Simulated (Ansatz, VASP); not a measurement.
**One calculation of Mg, two programs**

INCAR

```
PREC = Accurate
ENCUT = 600
EDIFF = 1E-6
ISMEAR = 0
SIGMA = 0.1
LREAL = False
LASPH = True
NELM = 120
ALGO = Normal
ISIF = 2
LWAVE = False
LCHARG = False
GGA = PE
NBANDS = 7
GGA_COMPAT = False
```

Contents of KPOINTS:

```
regular mesh
0
Gamma
  15 15 14
```

POSCAR

```
Mg
1.0
    3.0756782948      0.0000000000      0.0000000000
   -1.5378391475      2.6636155372      0.0000000000
    0.0000000000      0.0000000000      2.7961352373
Mg
1
Direct
    0.0000000000      0.0000000000      0.0000000000
```

Input for Ansatz:

```yaml
crystal:
  lattice:
    - [3.0756782948, 0.0, 0.0]
    - [-1.5378391475, 2.6636155372, 0.0]
    - [0.0, 0.0, 2.7961352373]
  atoms:
    - { symbol: Mg, position: [0.0, 0.0, 0.0] }
basis:
  ecutwfc: 420
kpoints:
  mp_grid: { grid: [15, 15, 14] }
hamiltonian:
  xc: pbe
scf:
  occupations: { method: gaussian, width: 0.1 }
output:
  forces: true
  stress: true
  eigenvalues: true
```

Alike in both runs: task single point; functional PBE; k mesh 15 × 15 × 14; occupations gaussian, width 0.1 eV; no spin polarisation.

|  | VASP | Ansatz |
| --- | --- | --- |
| version | VASP 6.6.1 | Ansatz 0.2.0 |
| potentials or method | VASP PAW PBE potentials, release 64 (Mg), cutoff 600 eV | scalar-relativistic, plane waves, PAW |
| valence electrons in the cell | 2 | 10 |

Ansatz gave:

- gap on the k mesh at the Fermi level (eV): none
- pressure (GPa): 3.6
- traceless stress, the component that is largest in VASP (GPa): 5.55

Q: Estimate VASP's values.

A: gap on the k mesh at the Fermi level (eV): none; pressure (GPa): 3.5; traceless stress, the component that is largest in VASP (GPa): 5.58.

A gap of «none» marks a metal or a gap that the smearing closes. With one functional, cell and mesh, what is left measures potentials, basis and numerics. VASP's potentials hold 2 valence electrons a cell and Ansatz's 10, so a difference there can come from the potentials and not from the codes.
